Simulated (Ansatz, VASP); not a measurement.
# Two plane-wave programs on GaCo

The input INCAR:

```
SYSTEM = GaCo
ALGO = Normal ; EDIFF = 1E-6
EDIFFG = -0.04 ; ENCUT = 600
GGA = PE ; IBRION = 2
ISIF = 3 ; ISMEAR = 0
ISPIN = 2 ; LASPH = .True.
LCHARG = .False. ; LMAXMIX = 4
LORBIT = 11 ; LREAL = .False.
LWAVE = .False. ; MAGMOM = 0 0.33
NELM = 150 ; NSW = 90
PREC = Accurate ; SIGMA = 0.1
```

Contents of KPOINTS:

```
k-points
0
Gamma
  6 6 6
  0 0 0
```

The input POSCAR:

```
GaCo
1.0
    2.9623646500      0.0000000000      0.0000000000
   -1.4811823250      2.5654830422      0.0000000000
    0.0000000000      0.0000000000      2.8893381988
Ga Co
1 1
Direct
    0.0000000000      0.0000000000      0.0000000000
    0.6666666667      0.3333333333      0.5000000000
```

Input for Ansatz:

```yaml
crystal:
  lattice:
    - [2.96236465, 0.0, 0.0]
    - [-1.481182325, 2.5654830422, 0.0]
    - [0.0, 0.0, 2.8893381988]
  atoms:
    - { symbol: Ga, position: [0.0, 0.0, 0.0] }
    - { symbol: Co, position: [0.6666666667, 0.3333333333, 0.5], spin: 0.33 }
basis:
  ecutwfc: 420
kpoints:
  mp_grid: { grid: [6, 6, 6] }
hamiltonian:
  xc: pbe
scf:
  occupations: { method: gaussian, width: 0.1 }
  lower_state_search: "off"
output:
  forces: true
  stress: true
  eigenvalues: true
  populations: true
magnetization:
  spin_polarized: true
relax:
  adjacent_minimum: "off"
  f_tol: 0.04
  max_steps: 70
  cell: { stress_tol: 0.4 }
```

Alike in both runs: task relaxation of cell and atoms; functional PBE; k mesh 6 × 6 × 6; occupations gaussian, width 0.1 eV; collinear spin.

```csv
,VASP,Ansatz
version,VASP 6.6.1,Ansatz 0.2.0
potentials or method,"VASP PAW PBE potentials, release 64 (Ga_d, Co), cutoff 600 eV","scalar-relativistic, plane waves, PAW"
valence electrons in the cell,22,30
```

```csv
,VASP,Ansatz,Ansatz less VASP
"gap on the k mesh at the Fermi level, each at its own relaxed structure (eV)",none,none,-
net moment per atom (μB),0.00,0.34,+0.341
size of the moment on the site where the two differ most (μB),0.00,0.76,+0.760
relaxed volume (Å³/atom),12.53,12.62,+0.091
relaxed cell length with the largest relative difference (Å),3.774,3.804,+0.0300
```

The net moments are unlike, so the other rows may belong to different states. Site moments also hang on the region over which each program counts them. A gap of «none» marks a metal or a gap that the smearing closes. VASP's potentials hold 22 valence electrons a cell and Ansatz's 30, so a difference there can come from the potentials and not from the codes. Ansatz's warnings: cell relax basis refresh.

The k mesh is coarse, so the values compare programs but aren't converged.
